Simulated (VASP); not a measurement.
Input of a VASP 6.6.1 run:

The input INCAR:

```
SYSTEM = SrAl2
  PREC = Accurate
  ENCUT = 520
  EDIFF = 1E-6
  ISMEAR = -1
  SIGMA = 0.1
  LREAL = .False.
  LASPH = .True.
  NELM = 60
  ALGO = Normal
  ISIF = 2
  LWAVE = .False.
  LCHARG = .False.
  GGA = CA
  NBANDS = 25
```

The input KPOINTS:

```
regular mesh
0
Gamma
  5 5 5
  0 0 0
```

File POSCAR:

```
SrAl2
1.0
    0.0000000000      4.1287470000      4.1287470000
    4.1287470000      0.0000000000      4.1287470000
    4.1287470000      4.1287470000      0.0000000000
Sr Al
2 4
Direct
    0.0000000000      0.0000000000      0.0000000000
    0.2500000000      0.2500000000      0.2500000000
    0.6250000000      0.6250000000      0.6250000000
    0.1250000000      0.6250000000      0.6250000000
    0.6250000000      0.1250000000      0.6250000000
    0.6250000000      0.6250000000      0.1250000000
```

Potentials or basis: VASP PAW LDA potentials, release 64 (Sr_sv, Al).

Command:

```bash
$ cat potpaw_LDA.64/Sr_sv/POTCAR potpaw_LDA.64/Al/POTCAR > POTCAR
$ mpirun -np 1 vasp_std > vasp.out
```

Task: What does it give for the band gap on the k mesh?

Result: Zero (band 16 reaches 5.26 eV, above the bottom of band 17 at 3.39 eV).

Task: Predict the pressure.

Result: -2.6 GPa.
